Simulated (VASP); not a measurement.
Write the native input for VASP 6.6.1 that does the following.

```yaml
Task: single point
Functional: PBE
Potentials_or_basis: VASP PAW PBE potentials, release 64 (Pb_d)
Cutoff: 520 eV
k_mesh: 12 × 12 × 6
Occupations: gaussian, width 0.1 eV
Spin: no spin polarisation
Dipole_correction: no
Further_INCAR_settings: ALGO = Fast; EDIFF = 1e-07; NBANDS = 21
```

The structure of Pb lies in POSCAR:

```
Pb
1.0
    3.6506947245      0.0000000000      0.0000000000
   -1.8253473622      2.9252546076      0.0000000000
    0.0000000000      0.0000000000      5.9936539000
Pb
2
Direct
    0.3283561768      0.6567123537      0.2500000000
    0.6716438232      0.3432876463      0.7500000000
```

This cell differs from its parent crystal: strained.

One way to write it, as run:

INCAR

```
ALGO = Fast
EDIFF = 1E-7
ENCUT = 520
GGA = PE
ISIF = 2
ISMEAR = 0
LASPH = T
LCHARG = F
LREAL = F
LWAVE = F
NBANDS = 21
NELM = 100
PREC = Accurate
SIGMA = 0.1
```

KPOINTS

```
k-points
0
Gamma
  12 12 6
```

Potentials or basis: VASP PAW PBE potentials, release 64 (Pb_d).

Run with:

```console
$ cat potpaw_PBE.64/Pb_d/POTCAR > POTCAR
$ mpirun -np 1 vasp_std > vasp.out
```

Results of the run:

```
Pressure               : -0.1 GPa
Largest force          : 0.003 eV/Å
Band gap on the k mesh : zero (bands 14 and 15 overlap by 7.09 eV)
```

Caveat: the cell differs from its parent crystal (strained); spin-orbit coupling is left out, which moves the levels of the heavy elements.

Wall time 2.1 min on 1 thread of Intel(R) Xeon(R) 6975P-C (Granite Rapids) (shared host), peak memory 0.31 GiB.
